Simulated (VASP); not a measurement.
# K2H3Au (P-3m1) in VASP: a series of runs

K2H3Au is run at these levels: PBEsol, r2SCAN+rVV10; tasks: single point, relaxation of cell and atoms.

Everything below comes from runs of VASP 6.6.1. Logs are shortened: lines on timing, memory, paths and dates and some standing lists are left out, and cuts for length are marked.

## Step 1: The cell of the first run

The structure is trigonal, space group P-3m1 (No. 164). The conventional cell has a = 3.456 Å, b = 3.456 Å, c = 9.371 Å, α = 90.00°, β = 90.00°, γ = 120.00°. Within 3.5 Å of K (site symmetry 3m) lie 7 H at 2.48 to 2.86 Å and 3 Au at 3.31 Å and 6 K at 3.46 Å. Within 2.8 Å of H (site symmetry 3m) lie 6 H at 2.08 to 2.31 Å and 4 K at 2.48 to 2.63 Å. Within 2.9 Å of H (site symmetry -3m) lie 6 H at 2.08 Å and 6 K at 2.86 Å. Au (site symmetry -3m) has 6 K at 3.31 Å and 6 Au at 3.46 Å within 4.3 Å.

## Step 2: Single point, PBEsol

INCAR

```
SYSTEM = K2H3Au
PREC = Accurate
ENCUT = 520
EDIFF = 1E-7
ISMEAR = -1
SIGMA = 0.03
LREAL = .FALSE.
LASPH = .TRUE.
NELM = 60
ALGO = Normal
ISIF = 2
LWAVE = .FALSE.
LCHARG = .TRUE.
GGA = PS
LELF = .TRUE.
LVHAR = .TRUE.
NBANDS = 25
```

KPOINTS

```
regular mesh
0
G
  6 6 4
  0 0 0
```

POSCAR

```
K2H3Au
1.0
    3.4557880810      0.0000000000      0.0000000000
   -1.7278940405      2.9928002683      0.0000000000
    0.0000000000      0.0000000000      9.3711545834
K H Au
2 3 1
Direct
    0.6666666667      0.3333333333      0.7185770450
    0.3333333333      0.6666666667      0.2814229550
    0.6666666667      0.3333333333      0.4382318243
    0.3333333333      0.6666666667      0.5617681757
    0.0000000000      0.0000000000      0.5000000000
    0.0000000000      0.0000000000      0.0000000000
```

Potentials or basis: VASP PAW PBE potentials, release 64 (K_sv, H, Au).

Run with:

```console
cat potpaw_PBE.64/K_sv/POTCAR potpaw_PBE.64/H/POTCAR potpaw_PBE.64/Au/POTCAR > POTCAR
mpirun -np 1 vasp_std > vasp.out
```

OUTCAR:

```text
SYSTEM = K2H3Au
   PREC = Accurate
   ENCUT = 520
   EDIFF = 1E-7
   ISMEAR = -1
   LREAL = .FALSE.
   LASPH = .TRUE.
   NELM = 60
   ISIF = 2
   GGA = PS

 ion  position               nearest neighbor table
   1  0.667  0.333  0.719-   6 3.31   6 3.31   6 3.31
   2  0.333  0.667  0.281-   6 3.31   6 3.31   6 3.31
   3  0.667  0.333  0.438-
   4  0.333  0.667  0.562-
   5  0.000  0.000  0.500-
   6  0.000  0.000  0.000-   1 3.31   2 3.31   1 3.31   2 3.31   1 3.31   2 3.31

  LATTYP: Found a hexagonal cell.
 ALAT       =     3.4557880810
 C/A-ratio  =     2.7117272135

  Lattice vectors:

 A1 = (   3.4557880810,   0.0000000000,   0.0000000000)
 A2 = (  -1.7278940405,   2.9928002683,   0.0000000000)
 A3 = (   0.0000000000,   0.0000000000,   9.3711545834)

Analysis of symmetry for initial positions (statically):
=====================================================================
 Subroutine PRICEL returns:
 Original cell was already a primitive cell.

 Routine SETGRP: Setting up the symmetry group for a
 hexagonal supercell.

 Subroutine GETGRP returns: Found 12 space group operations
 (whereof 12 operations were pure point group operations)
 out of a pool of 24 trial point group operations.

The static configuration has the point symmetry D_3d.

Analysis of symmetry for dynamics (positions and initial velocities):
=====================================================================
 Subroutine PRICEL returns:
 Original cell was already a primitive cell.

 Routine SETGRP: Setting up the symmetry group for a
 hexagonal supercell.

 Subroutine GETGRP returns: Found 12 space group operations
 (whereof 12 operations were pure point group operations)
 out of a pool of 24 trial point group operations.

The dynamic configuration has the point symmetry D_3d.

 Subroutine INISYM returns: Found 12 space group operations
 (whereof 12 operations are pure point group operations),
 and found     1 'primitive' translations

----------------------------------------------------------------------------------------

                                     Primitive cell

  volume of cell :      96.9210

  direct lattice vectors                    reciprocal lattice vectors
     3.455788081  0.000000000  0.000000000     0.289369596  0.167067614  0.000000000
    -1.727894041  2.992800268  0.000000000     0.000000000  0.334135228  0.000000000
     0.000000000  0.000000000  9.371154583     0.000000000  0.000000000  0.106710437

  length of vectors
     3.455788081  3.455788081  9.371154583     0.334135228  0.334135228  0.106710437

  position of ions in fractional coordinates (direct lattice)
     0.666666667  0.333333333  0.718577045
     0.333333333  0.666666667  0.281422955
     0.666666667  0.333333333  0.438231824
     0.333333333  0.666666667  0.561768176
     0.000000000  0.000000000  0.500000000
     0.000000000  0.000000000  0.000000000

  ion indices of the primitive-cell ions
   primitive index   ion index
                 1           1
                 2           2
                 3           3
                 4           4
                 5           5
                 6           6

----------------------------------------------------------------------------------------

 KPOINTS: regular mesh

Automatic generation of k-mesh.
 Grid dimensions read from file:
 generate k-points for:    6    6    4

 Generating k-lattice:

  Cartesian coordinates                     Fractional coordinates (reciprocal lattice)
     0.048228266  0.027844602  0.000000000     0.166666667  0.000000000  0.000000000
     0.000000000  0.055689205  0.000000000     0.000000000  0.166666667  0.000000000
     0.000000000  0.000000000  0.026677609     0.000000000  0.000000000  0.250000000

  Length of vectors
     0.055689205  0.055689205  0.026677609

  Shift w.r.t. Gamma in fractional coordinates (k-lattice)
     0.000000000  0.000000000  0.000000000

 Subroutine IBZKPT returns following result:
 ===========================================

 Found     24 irreducible k-points:

 Following reciprocal coordinates:
[... 47 lines left out ...]
      2     -28.4590      2.00000
      3     -12.1640      2.00000
      4     -11.9695      2.00000
      5     -11.6850      2.00000
      6     -11.6850      2.00000
[... 17 lines left out ...]
     24       8.4771      0.00000
     25      10.6005      0.00000

 k-point     2 :       0.1667    0.0000    0.0000
  band No.  band energies     occupation
      1     -28.4330      2.00000
      2     -28.4280      2.00000
      3     -12.0962      2.00000
      4     -11.9293      2.00000
      5     -11.9272      2.00000
      6     -11.9220      2.00000
[... 17 lines left out ...]
     24       9.0725      0.00000
     25       9.6618      0.00000

 k-point     3 :       0.3333    0.0000    0.0000
  band No.  band energies     occupation
      1     -28.3682      2.00000
      2     -28.3653      2.00000
      3     -12.3900      2.00000
      4     -12.3693      2.00000
      5     -11.9352      2.00000
      6     -11.8512      2.00000
[... 17 lines left out ...]
     24       8.6257      0.00000
     25      10.0808      0.00000

 k-point     4 :       0.5000   -0.0000    0.0000
  band No.  band energies     occupation
      1     -28.3350      2.00000
      2     -28.3338      2.00000
      3     -12.6002      2.00000
      4     -12.5782      2.00000
      5     -11.8761      2.00000
      6     -11.8714      2.00000
[... 17 lines left out ...]
     24       8.8040      0.00000
     25      10.0665      0.00000
[... 477 lines left out ...]
 k-point    22 :       0.1667    0.1667    0.5000
  band No.  band energies     occupation
      1     -28.3844      2.00000
      2     -28.3813      2.00000
      3     -12.2350      2.00000
      4     -12.2229      2.00000
      5     -11.9588      2.00000
      6     -11.8822      2.00000
[... 17 lines left out ...]
     24       9.2293      0.00000
     25       9.9391      0.00000

 k-point    23 :       0.3333    0.1667    0.5000
  band No.  band energies     occupation
      1     -28.3353      2.00000
      2     -28.3337      2.00000
      3     -12.4794      2.00000
      4     -12.4731      2.00000
      5     -12.0067      2.00000
      6     -12.0004      2.00000
[... 17 lines left out ...]
     24       8.6076      0.00000
     25       9.1140      0.00000

 k-point    24 :       0.3333    0.3333    0.5000
  band No.  band energies     occupation
      1     -28.3183      2.00000
      2     -28.3183      2.00000
      3     -12.3218      2.00000
      4     -12.3218      2.00000
      5     -12.3071      2.00000
      6     -12.2957      2.00000
[... 17 lines left out ...]
     24       8.7640      0.00000
     25       8.7640      0.00000

------------------------ aborting loop because EDIFF is reached ----------------------------------------

  FORCE on cell =-STRESS in cart. coord.  units (eV):
  Direction    XX          YY          ZZ          XY          YZ          ZX
  --------------------------------------------------------------------------------------
  -------------------------------------------------------------------------------------
  Total        0.0304469      0.0304469      0.0473366      0.0000000      0.0000000     -0.0000000
  in kB        0.5033095      0.5033095      0.7825102      0.0000000      0.0000000     -0.0000000
  external PRESSURE =       0.5963764 kB  Pullay stress =       0.0000000 kB

 VOLUME and BASIS-vectors are now :
 -----------------------------------------------------------------------------
  energy-cutoff  :      520.00
  volume of cell :       96.92
      direct lattice vectors                 reciprocal lattice vectors
     3.455788081  0.000000000  0.000000000     0.289369596  0.167067614  0.000000000
    -1.727894041  2.992800268  0.000000000     0.000000000  0.334135228  0.000000000
     0.000000000  0.000000000  9.371154583     0.000000000  0.000000000  0.106710437

 POSITION                                       TOTAL-FORCE (eV/Angst)
 -----------------------------------------------------------------------------------
      1.72789      0.99760      6.73390        -0.000000      0.000000      0.008870
     -0.00000      1.99520      2.63726         0.000000      0.000000     -0.008870
      1.72789      0.99760      4.10674        -0.000000      0.000000      0.006139
     -0.00000      1.99520      5.26442         0.000000     -0.000000     -0.006139
      0.00000      0.00000      4.68558         0.000000      0.000000     -0.000000
      0.00000      0.00000      0.00000         0.000000      0.000000     -0.000000
 -----------------------------------------------------------------------------------
    total drift:                                0.000000     -0.000000     -0.000000

  FREE ENERGIE OF THE ION-ELECTRON SYSTEM (eV)
  ---------------------------------------------------
  free  energy   TOTEN  =       -12.7360891508 eV

  energy  without entropy=      -12.7246149579  energy(sigma->0) =      -12.73035205
```

It took 2 min on 1 thread of Intel Xeon Platinum 8259CL at 2.50GHz (Skylake/Cascade Lake), shared host; peak memory 0.25 GiB.

What came out:

```yaml
Free_energy: -12.7361 eV
Pressure: 0.1 GPa
Largest_force: 0.009 eV/Å
Band_gap_on_the_k_mesh: zero (bands 16 and 17 overlap by 0.34 eV)
```

Forces on the atoms (eV/Å):
```
K    0.000  0.000  0.009
K    0.000  0.000 -0.009
H    0.000  0.000  0.006
H    0.000  0.000 -0.006
H    0.000  0.000  0.000
Au   0.000  0.000  0.000
```

Levels at points of the mesh, in eV from the Fermi level:
```tsv
k point	band 12	band 13	band 14	band 15	band 16	band 17	band 18	band 19	band 20	band 21
(0.00, 0.00, 0.00)	-2.84	-2.84	-2.51	-2.51	-0.99	1.90	3.04	4.07	6.00	6.76
(0.50, 0.00, 0.00)	-2.71	-2.67	-2.26	-1.86	0.20	0.73	1.07	3.25	4.45	5.26
(0.00, 0.00, 0.50)	-2.84	-2.84	-2.51	-2.51	-0.24	0.73	3.85	4.59	5.18	6.82
(0.50, 0.00, 0.50)	-2.79	-2.67	-2.15	-1.86	0.37	0.43	1.19	3.45	3.91	5.68
```

Caveat: the PAW data sets were made with another functional, which shifts forces and pressure a little; spin-orbit coupling is left out, which moves the levels of the heavy elements.

## Step 3: Relaxation of cell and atoms, PBEsol

This run uses another cell than the first one, of 20.83 Å³/atom.

INCAR

```
ALGO     = Normal         # electronic algorithm
EDIFF    = 1E-6           # SCF threshold, eV
EDIFFG   = -0.01          # ionic threshold
ENCUT    = 600            # plane-wave cutoff, eV
GGA      = PS             # functional
IBRION   = 2              # ionic algorithm
ISIF     = 3              # what is computed and relaxed
ISMEAR   = -1             # smearing method
LASPH    = T              # aspherical terms in the spheres
LCHARG   = F              # write CHGCAR
LREAL    = F              # projectors in reciprocal space
LWAVE    = F              # write WAVECAR
NELM     = 80             # most SCF steps
NSW      = 100            # ionic steps
PREC     = Accurate       # precision mode
SIGMA    = 0.03           # smearing width, eV
```

KPOINTS

```
k-points
0
Gamma
  6 6 4
```

POSCAR

```
K2H3Au
1.0
    4.4162066800      0.0000000000      0.0000000000
   -2.2081033400      3.8245471700      0.0000000000
    0.0000000000      0.0000000000      7.3990940300
K H Au
2 3 1
Direct
    0.6666666700      0.3333333300      0.7006975400
    0.3333333300      0.6666666700      0.2993024600
    0.6666666700      0.3333333300      0.3462188300
    0.3333333300      0.6666666700      0.6537811700
    0.0000000000      0.0000000000      0.5000000000
    0.0000000000      0.0000000000      0.0000000000
```

Potentials or basis: VASP PAW PBE potentials, release 64 (K_sv, H, Au).

Run with:

```console
cat potpaw_PBE.64/K_sv/POTCAR potpaw_PBE.64/H/POTCAR potpaw_PBE.64/Au/POTCAR > POTCAR
mpirun -np 1 vasp_std > vasp.out
```

Run time: 31 min. Hardware: 1 thread of Intel Xeon Platinum 8259CL at 2.50GHz (Skylake/Cascade Lake), shared host; peak memory 0.33 GiB.

Results (log left out):

| Property | Result |
| --- | --- |
| Free energy | -12.7309 eV |
| Relaxed volume | 16.27 Å³/atom |
| Relaxed cell | a = 3.471 Å, b = 3.471 Å, c = 9.359 Å, α = 90.00°, β = 90.00°, γ = 120.00° |
| Space group after relaxing (to 0.1 Å) | P-3m1 (No. 164) |
| Energy gained by relaxing | 111.2 meV/atom |
| Ionic steps | 41 |
| Pressure after relaxing | 0.0 GPa |
| Largest force after relaxing | 0.004 eV/Å |
| Band gap on the k mesh | zero (bands 16 and 17 overlap by 0.31 eV) |

Forces in eV/Å, atoms in the order of the input:
```
K    0.000  0.000  0.004
K    0.000  0.000 -0.004
H    0.000  0.000  0.004
H    0.000  0.000 -0.004
H    0.000  0.000  0.000
Au   0.000  0.000  0.000
```

The path:
```tsv
step	energy change (eV)	largest force (eV/Å)	pressure (GPa)	volume (Å³)
1	0.0000	0.3110	-0.40	124.97
3	-0.0378	0.2202	-0.05	121.20
5	-0.0520	0.1361	0.45	117.55
7	-0.0791	0.1564	-0.20	122.05
9	-0.0977	0.0934	0.17	119.82
11	-0.1386	0.0157	0.06	120.66
13	-0.0113	1.0450	0.12	123.51
15	-0.1815	0.2299	-0.03	122.01
17	-0.2153	0.2639	-0.16	122.46
19	-0.2143	0.7529	-0.65	123.61
21	-0.2830	0.4323	-0.58	123.01
23	-0.3852	0.2886	-1.54	120.36
25	-0.4188	0.2835	-1.18	119.10
27	-0.5287	0.3129	0.97	101.66
29	-0.5875	0.1828	-0.17	100.74
31	-0.6325	0.2492	0.07	95.52
33	-0.6481	0.1180	0.03	95.83
35	-0.6587	0.0967	0.22	95.87
37	-0.6656	0.0692	-0.13	98.05
39	-0.6668	0.0199	0.06	97.43
41	-0.6670	0.0044	-0.01	97.63
```

Final structure:
```xyz
6
Lattice="3.4706 0.0000 0.0000 -1.7353 3.0056 0.0000 0.0000 0.0000 9.3593" Properties=species:S:1:pos:R:3 pbc="T T T"
K     1.7353    1.0019    6.7261
K     0.0000    2.0038    2.6332
H     1.7353    1.0019    4.0974
H     0.0000    2.0038    5.2619
H     0.0000    0.0000    4.6797
Au    0.0000    0.0000    0.0000
```

Levels at points of the mesh, in eV from the Fermi level:
```csv
k point,band 13,band 14,band 15,band 16,band 17,band 18,band 19,band 20
"(0.00, 0.00, 0.00)",-2.82,-2.50,-2.50,-0.97,1.93,3.07,4.04,6.06
"(0.50, 0.00, 0.00)",-2.66,-2.23,-1.87,0.17,0.72,1.09,3.27,4.49
"(0.00, 0.00, 0.50)",-2.82,-2.50,-2.50,-0.23,0.77,3.80,4.64,5.21
"(0.50, 0.00, 0.50)",-2.66,-2.12,-1.87,0.33,0.43,1.21,3.46,3.96
```

Caveat: the volume moved by over 15 % at a fixed basis, so the end points are rough; the PAW data sets were made with another functional, which shifts forces and pressure a little; spin-orbit coupling is left out, which moves the levels of the heavy elements.

## Step 4: Single point, r2SCAN+rVV10

This run uses another cell than the first one, of 16.67 Å³/atom.

POSCAR

```
K2H3Au
1.0
    3.5165403808      0.0000000000      0.0000000000
   -1.7582701904      3.0454133032      0.0000000000
    0.0000000000      0.0000000000      9.3376061785
K H Au
2 3 1
Direct
    0.6666666667      0.3333333333      0.7170244113
    0.3333333333      0.6666666667      0.2829755887
    0.6666666667      0.3333333333      0.4324538022
    0.3333333333      0.6666666667      0.5675461978
    0.0000000000      0.0000000000      0.5000000000
    0.0000000000      0.0000000000      0.0000000000
```

INCAR.step1

```
PREC = Accurate
ENCUT = 520
ISMEAR = -1
SIGMA = 0.03
LREAL = False
LASPH = True
NELM = 100
NBANDS = 25
GGA = PE
ALGO = Normal
EDIFF = 1E-4
LWAVE = True
LCHARG = False
```

INCAR.step2

```
PREC = Accurate
ENCUT = 520
EDIFF = 1E-6
ISMEAR = -1
SIGMA = 0.03
LREAL = False
LASPH = True
NELM = 100
ALGO = Normal
ISIF = 2
LWAVE = False
LCHARG = False
METAGGA = R2SCAN
LMIXTAU = True
LUSE_VDW = True
IVDW_NL = 2
BPARAM = 11.95
CPARAM = 0.0093
NBANDS = 25
ISTART = 1
```

KPOINTS

```
regular mesh
0
Gamma
  12 12 4
```

Run with:

```console
cat potpaw_PBE.64/K_sv/POTCAR potpaw_PBE.64/H/POTCAR potpaw_PBE.64/Au/POTCAR > POTCAR
cp INCAR.step1 INCAR
mpirun -np 1 vasp_std > vasp.out
cp INCAR.step2 INCAR
mpirun -np 1 vasp_std > vasp.out
```

It took 12 min on 1 thread of Intel Xeon Platinum 8259CL at 2.50GHz (Skylake/Cascade Lake), shared host; peak memory 0.55 GiB.

It converged, with:

```yaml
Free_energy: -68.7215 eV
Pressure: 0.1 GPa
Largest_force: 0.012 eV/Å
Band_gap_on_the_k_mesh: zero (bands 16 and 17 overlap by 0.51 eV)
```

Forces in eV/Å, atoms in the order of the input:
```
K    0.000  0.000  0.012
K    0.000  0.000 -0.012
H    0.000  0.000  0.000
H    0.000  0.000  0.000
H    0.000  0.000  0.000
Au   0.000  0.000  0.000
```

Levels at points of the mesh, in eV from the Fermi level:
| k point | band 13 | band 14 | band 15 | band 16 | band 17 | band 18 | band 19 | band 20 |
| --- | --- | --- | --- | --- | --- | --- | --- | --- |
| (0.00, 0.00, 0.00) | -3.03 | -2.73 | -2.73 | -0.80 | 2.14 | 3.38 | 4.49 | 6.74 |
| (0.50, 0.00, 0.00) | -2.59 | -2.12 | -2.03 | 0.08 | 0.70 | 1.36 | 3.64 | 5.08 |
| (0.00, 0.00, 0.50) | -3.03 | -2.73 | -2.73 | -0.20 | 1.16 | 3.89 | 5.32 | 5.80 |
| (0.50, 0.00, 0.50) | -2.63 | -2.12 | -1.96 | 0.20 | 0.50 | 1.44 | 3.79 | 4.59 |

Caveat: the PAW data sets were made with another functional, which shifts forces and pressure a little; spin-orbit coupling is left out, which moves the levels of the heavy elements.

## Step 5: The runs side by side

| task | level | cell | k mesh | cutoff (eV) | gap on the mesh (eV) | pressure (GPa) | largest force (eV/Å) |
| --- | --- | --- | --- | --- | --- | --- | --- |
| single point | PBEsol | a = 3.456, b = 3.456, c = 9.371 Å, angles 90.0, 90.0, 120.0°, 6 atoms, atomic positions A | 6 × 6 × 4 | 520 | none | 0.1 | 0.01 |
| relaxation of cell and atoms | PBEsol | relaxed from a = 4.416, b = 4.416, c = 7.399 Å, angles 90.0, 90.0, 120.0°, 6 atoms, atomic positions B | 6 × 6 × 4 | 600 | none | 0.0 | - |
| single point | r2SCAN+rVV10 | a = 3.517, b = 3.517, c = 9.338 Å, angles 90.0, 90.0, 120.0°, 6 atoms, atomic positions C | 12 × 12 × 4 | 520 | none | 0.1 | 0.01 |

Alike in all rows: potentials or basis VASP PAW PBE potentials, release 64 (K_sv, H, Au); no spin polarisation; smearing fermi-dirac 0.03 eV.

Caveats: the PAW data sets were made with another functional, which shifts forces and pressure a little; spin-orbit coupling is left out, which moves the levels of the heavy elements; the volume moved by over 15 % at a fixed basis, so the end points are rough (at least some runs).

Absolute energies hang on the potentials; compare differences alone.
